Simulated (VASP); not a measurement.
# FeO (Wuestite) in VASP: further runs, part 2 of 2

VASP 6.6.1. Earlier steps stand in the parts before.

### Step 3. Single point, PBEsol, collinear spin, ferromagnetic start

This run uses another cell than the first one, of 9.23 Å³/atom, 0.922 times its volume.

INCAR

```
SYSTEM = FeO
ALGO = Normal ; EDIFF = 1E-6
ENCUT = 600 ; GGA = PS
GGA_COMPAT = .FALSE. ; ISIF = 2
ISMEAR = -1 ; ISPIN = 2
LASPH = .TRUE. ; LCHARG = .FALSE.
LMAXMIX = 4 ; LORBIT = 11
LREAL = .FALSE. ; LWAVE = .FALSE.
MAGMOM = 3 0 ; NBANDS = 22
NELM = 200 ; PREC = Accurate
SIGMA = 0.05
```

KPOINTS

```
k-points
0
G
  9 9 9
  0 0 0
```

POSCAR

```
FeO
1.0
    0.0000000000      2.0691840000      2.1554000000
    2.0691840000      0.0000000000      2.1554000000
    2.0691840000      2.0691840000      0.0000000000
Fe O
1 1
Direct
    0.0000000000      0.0000000000      0.0000000000
    0.5000000000      0.5000000000      0.5000000000
```

Potentials or basis: VASP PAW PBE potentials, release 64 (Fe_sv, O).

Command:

```console
cat potpaw_PBE.64/Fe_sv/POTCAR potpaw_PBE.64/O/POTCAR > POTCAR
mpirun -np 1 vasp_std > vasp.out
```

OUTCAR:

```text
SYSTEM = FeO
   EDIFF = 1E-6
   ENCUT = 600
   GGA = PS
   ISIF = 2
   ISMEAR = -1
   ISPIN = 2
   LASPH = .TRUE.
   LORBIT = 11
   LREAL = .FALSE.
   NELM = 200
   PREC = Accurate

 ion  position               nearest neighbor table
   1  0.000  0.000  0.000-   2 2.07   2 2.07   2 2.07   2 2.07   2 2.16   2 2.16
   2  0.500  0.500  0.500-   1 2.07   1 2.07   1 2.07   1 2.07   1 2.16   1 2.16

  LATTYP: Found a body centered tetragonal cell.
 ALAT       =     2.9262680758
 C/A-ratio  =     1.4731391275

  Lattice vectors:

 A1 = (  -2.0691840000,   0.0000000000,   2.1554000000)
 A2 = (   2.0691840000,   0.0000000000,   2.1554000000)
 A3 = (   0.0000000000,   2.0691840000,  -2.1554000000)

Analysis of symmetry for initial positions (statically):
=====================================================================
 Subroutine PRICEL returns:
 Original cell was already a primitive cell.

 Routine SETGRP: Setting up the symmetry group for a
 body centered tetragonal supercell.

 Subroutine GETGRP returns: Found 16 space group operations
 (whereof 16 operations were pure point group operations)
 out of a pool of 16 trial point group operations.

The static configuration has the point symmetry D_4h.

Analysis of symmetry for dynamics (positions and initial velocities):
=====================================================================
 Subroutine PRICEL returns:
 Original cell was already a primitive cell.

 Routine SETGRP: Setting up the symmetry group for a
 body centered tetragonal supercell.

 Subroutine GETGRP returns: Found 16 space group operations
 (whereof 16 operations were pure point group operations)
 out of a pool of 16 trial point group operations.

The dynamic configuration has the point symmetry D_4h.

Analysis of structural, dynamic, and magnetic symmetry:
=====================================================================
 Subroutine PRICEL returns:
 Original cell was already a primitive cell.

 Routine SETGRP: Setting up the symmetry group for a
 body centered tetragonal supercell.

 Subroutine GETGRP returns: Found 16 space group operations
 (whereof 16 operations were pure point group operations)
[... 143 lines left out ...]
  ext. energy  EPLUGINS =         0.00000000
  ---------------------------------------------------
  free energy    TOTEN  =       -15.95035036 eV

  energy without entropy =      -15.93974243  energy(sigma->0) =      -15.94504640

 E-fermi :  10.8507     XC(G=0): -13.2681

 val. band max:       10.8504993926   @ k =  -0.4444   0.2222   0.1111
 cond. band min:      10.8689361436   @ k =  -0.3333   0.2222   0.0000
 fundamental gap:      0.0184367510
 Fermi energy:        10.8506762828

 spin component 1

 k-point     1 :       0.0000    0.0000    0.0000
  band No.  band energies     occupation
      1     -78.6569      1.00000
      2     -44.8117      1.00000
      3     -44.8117      1.00000
      4     -44.8016      1.00000
      5     -10.5975      1.00000
      6       6.6147      1.00000
[... 589 lines left out ...]
     21      41.7481      0.00000
     22      41.7481      0.00000

 [... further k-points ...]

 spin component 2

 k-point     1 :       0.0000    0.0000    0.0000
  band No.  band energies     occupation
      1     -74.6193      1.00000
      2     -40.8624      1.00000
      3     -40.8624      1.00000
      4     -40.8545      1.00000
      5     -10.0388      1.00000
      6       7.1907      1.00000
[... 589 lines left out ...]
     21      41.9569      0.00000
     22      41.9569      0.00000

 [... further k-points ...]
[... 5 lines left out ...]
  --------------------------------------------------------------------------------------
  -------------------------------------------------------------------------------------
  Total        0.7811632      0.7811632      0.1556195      0.0000000     -0.0000000      0.0000000
  in kB       67.8103953     67.8103953     13.5088572      0.0000000     -0.0000000      0.0000000
  external PRESSURE =      49.7098826 kB  Pullay stress =       0.0000000 kB

 VOLUME and BASIS-vectors are now :
 -----------------------------------------------------------------------------
  energy-cutoff  :      600.00
  volume of cell :       18.46
      direct lattice vectors                 reciprocal lattice vectors
     0.000000000  2.069184000  2.155400000    -0.241641149  0.241641149  0.231975503
     2.069184000  0.000000000  2.155400000     0.241641149 -0.241641149  0.231975503
     2.069184000  2.069184000  0.000000000     0.241641149  0.241641149 -0.231975503

 POSITION                                       TOTAL-FORCE (eV/Angst)
 -----------------------------------------------------------------------------------
      0.00000      0.00000      0.00000        -0.000000      0.000000      0.000000
      2.06918      2.06918      2.15540         0.000000     -0.000000     -0.000000
 -----------------------------------------------------------------------------------
    total drift:                                0.000000     -0.000000     -0.000000

  FREE ENERGIE OF THE ION-ELECTRON SYSTEM (eV)
  ---------------------------------------------------
  free  energy   TOTEN  =       -15.9503503574 eV

  energy  without entropy=      -15.9397424330  energy(sigma->0) =      -15.94504640

 total charge

# of ion       s       p       d       tot
------------------------------------------
    1        2.112   6.006   5.530  13.649
    2        1.549   3.459   0.000   5.008
--------------------------------------------------
tot          3.661   9.466   5.530  18.657

 magnetization (x)

# of ion       s       p       d       tot
------------------------------------------
    1        0.016   0.011   3.375   3.401
    2        0.033   0.265   0.000   0.298
--------------------------------------------------
tot          0.049   0.275   3.375   3.699
```

OSZICAR:

```text
N       E                     dE             d eps       ncg     rms          rms(c)
DAV:   1     0.305144540013E+03    0.30514E+03   -0.13072E+04  6864   0.146E+03
DAV:   2    -0.193429163635E+01   -0.30708E+03   -0.29062E+03  6834   0.476E+02
DAV:   3    -0.180796820731E+02   -0.16145E+02   -0.15944E+02  7960   0.125E+02
DAV:   4    -0.183274961375E+02   -0.24781E+00   -0.24776E+00  7476   0.169E+01
DAV:   5    -0.183334515912E+02   -0.59555E-02   -0.59553E-02  7914   0.270E+00    0.172E+01
DAV:   6    -0.164836276777E+02    0.18498E+01   -0.15097E+01 10370   0.573E+01    0.245E+01
DAV:   7    -0.159748644778E+02    0.50876E+00   -0.23132E+00  9300   0.305E+01    0.113E+01
DAV:   8    -0.159664352001E+02    0.84293E-02   -0.96706E-02  7800   0.301E+00    0.665E+00
DAV:   9    -0.159476557313E+02    0.18779E-01   -0.41732E-02 10186   0.301E+00    0.124E+00
DAV:  10    -0.159505419814E+02   -0.28863E-02   -0.89626E-03  8950   0.146E+00    0.243E-01
DAV:  11    -0.159503139907E+02    0.22799E-03   -0.18656E-03 10058   0.465E-01    0.124E-01
DAV:  12    -0.159503480218E+02   -0.34031E-04   -0.11467E-04  8450   0.127E-01    0.375E-02
DAV:  13    -0.159503495976E+02   -0.15758E-05   -0.17216E-05  7900   0.502E-02    0.155E-02
DAV:  14    -0.159503503574E+02   -0.75982E-06   -0.15114E-06  6674   0.172E-02
   1 F= -.15950350E+02 E0= -.15945046E+02  d E =-.106079E-01  mag=     3.9179
```

Wall time 53 s (1 thread of Intel Xeon 6975P-C (Granite Rapids), shared host); peak memory 0.18 GiB.

What came out:

```yaml
Free_energy: -15.9504 eV
Pressure: 5.0 GPa
Net_moment: 3.92 μB per cell
Site_moments: Fe +3.40; O +0.30 μB
Valence_electrons_inside_the_program's_atomic_spheres: Fe 13.65; O 5.01
```

Caveat: the PAW data sets were made with another functional, which shifts forces and pressure a little; a cell with one magnetic atom can't hold antiferromagnetic order, which such compounds often take; semilocal functionals often make such compounds metallic where correlation or magnetic order opens a gap, which also shifts bond lengths.

### Step 4. Single point, LDA, collinear spin, ferromagnetic start

This run uses another cell than the first one, of 9.15 Å³/atom, 0.913 times its volume.

INCAR

```
PREC = Accurate
ENCUT = 520
EDIFF = 1E-6
ISMEAR = -1
SIGMA = 0.05
LREAL = F
LASPH = T
NELM = 150
ALGO = Normal
ISIF = 2
LWAVE = F
LCHARG = F
ISPIN = 2
MAGMOM = 3 0
LORBIT = 11
LMAXMIX = 4
NBANDS = 18
```

KPOINTS

```
regular mesh
0
Gamma
  11 11 11
```

POSCAR

```
FeO
1.0
    0.0000000000      2.0913383422      2.0913383422
    2.0913383422      0.0000000000      2.0913383422
    2.0913383422      2.0913383422      0.0000000000
Fe O
1 1
Direct
    0.0000000000      0.0000000000      0.0000000000
    0.5000000000      0.5000000000      0.5000000000
```

Potentials or basis: VASP PAW LDA potentials, release 64 (Fe, O).

Command:

```console
cat potpaw_LDA.64/Fe/POTCAR potpaw_LDA.64/O/POTCAR > POTCAR
mpirun -np 1 vasp_std > vasp.out
```

Run time: 14 s. Hardware: 1 thread of Intel Xeon 6975P-C (Granite Rapids), shared host; peak memory 0.15 GiB.

The run converged. Its results:

* Free energy: -16.4960 eV
* Pressure: -0.8 GPa
* Net moment: 3.77 μB per cell
* Site moments: Fe +3.40; O +0.28 μB
* Valence electrons inside the program's atomic spheres: Fe 6.95; O 4.99

Levels at points of the mesh, in eV from the Fermi level:
Spin up:
| k point | band 6 | band 7 | band 8 | band 9 | band 10 | band 11 | band 12 | band 13 |
| --- | --- | --- | --- | --- | --- | --- | --- | --- |
| (0.00, 0.00, 0.00) | -3.65 | -3.65 | -3.31 | -3.31 | 0.79 | 15.71 | 17.80 | 17.80 |
Spin down:
| k point | band 2 | band 3 | band 4 | band 5 | band 6 | band 7 | band 8 | band 9 |
| --- | --- | --- | --- | --- | --- | --- | --- | --- |
| (0.00, 0.00, 0.00) | -3.56 | -3.56 | -3.56 | -0.94 | -0.94 | -0.94 | -0.14 | -0.14 |

Caveat: a cell with one magnetic atom can't hold antiferromagnetic order, which such compounds often take; semilocal functionals often make such compounds metallic where correlation or magnetic order opens a gap, which also shifts bond lengths.

### Step 5. Overview

| task | level | potentials or basis | cell | k mesh | cutoff (eV) | second run | gap on the mesh (eV) | pressure (GPa) | moment (μB) |
| --- | --- | --- | --- | --- | --- | --- | --- | --- | --- |
| relaxation of cell and atoms | LDA | VASP PAW LDA potentials, release 64 (Fe_sv, O) | relaxed from a = 3.048 Å, angles 60.0°, 2 atoms | 11 × 11 × 11 | 600 | valence_matched | none | 0.0 | 3.71 |
| single point | PBEsol | VASP PAW PBE potentials, release 64 (Fe_sv, O) | a = 2.988, b = 2.988, c = 2.926 Å, angles 60.7, 60.7, 58.6°, 2 atoms | 9 × 9 × 9 | 600 | valence_matched | none | 5.0 | 3.92 |
| single point | LDA | VASP PAW LDA potentials, release 64 (Fe, O) | a = 2.958 Å, angles 60.0°, 2 atoms | 11 × 11 × 11 | 520 | - | none | -0.8 | 3.77 |

Alike in all rows: spin collinear, ferromagnetic start; smearing fermi-dirac 0.05 eV.

Caveats: a cell with one magnetic atom can't hold antiferromagnetic order, which such compounds often take; semilocal functionals often make such compounds metallic where correlation or magnetic order opens a gap, which also shifts bond lengths; the volume moved by -10 % from the deposited cell, more than functionals usually miss (some runs); the PAW data sets were made with another functional, which shifts forces and pressure a little (some runs).

Total energies depend on the potentials used, so only differences within one code and one set of settings carry meaning.

### Step 6. Against experiment

Step 4. Measured gap of FeO: 2.4 eV (optical; quoted in “W\"ustite: Electric, thermodynamic and optical properties of FeO”, 2012, arxiv:1203.1201). This calculation gives 0.00 eV (-2.40 eV). So large a miss can be the level of theory's own, or it may mean another phase, state or a wrong row. The value is that of LDA on a finite k mesh, which can miss the band edges, without temperature or zero-point motion. Semilocal functionals fall short of measured gaps as a rule. The run's magnetic order (collinear spin, ferromagnetic start) needn't be the measured crystal's.
